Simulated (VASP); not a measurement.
The system is BN.

```
B N
1.0
     2.53600    0.00000    0.00000
    -1.26800    2.19624    0.00000
     0.00000    0.00000    4.19900
B N
2 2
Direct
  0.66667 0.33333 0.00000
  0.33333 0.66667 0.50000
  0.66667 0.33333 0.37500
  0.33333 0.66667 0.87500
```

```yaml
Program: VASP 6.6.1
Task: relaxation of cell and atoms
Functional: RPBE
Potentials_or_basis: VASP PAW PBE potentials, release 64 (B, N)
Cutoff: 600 eV
k_mesh: 12 × 12 × 4
Occupations: gaussian, width 0.01 eV
Spin: no spin polarisation
```

At the start: pressure 14.0 GPa; volume 5.85 Å³/atom.

Problem. Where does the relaxation end?

Solution. Over 6 steps the energy falls by 9.2 meV/atom and the volume is 6.06 Å³/atom (+3.6 %); space group P6_3mc (No. 186, to 0.05 Å).

The path:
```
step  energy change (eV)  largest force (eV/Å)  pressure (GPa)  volume (Å³)
   1              0.0000                0.0620           14.01        23.39
   2             -0.0001                0.1228          -12.39        25.16
   3             -0.0368                0.0390           -0.03        24.25
   4             -0.0368                0.0372            0.23        24.24
   5             -0.0368                0.0360            0.14        24.24
   6             -0.0369                0.0013            0.19        24.24
```

Final structure:
```xyz
4
Lattice="2.5677 0.0000 0.0000 -1.2839 2.2237 0.0000 0.0000 0.0000 4.2453" Properties=species:S:1:pos:R:3 pbc="T T T"
B     1.2839    0.7412    0.0006
B     0.0000    1.4825    2.1233
N     1.2839    0.7412    1.5914
N     0.0000    1.4825    3.7140
```

Caveat: the PAW data sets were made with another functional, which shifts forces and pressure a little.
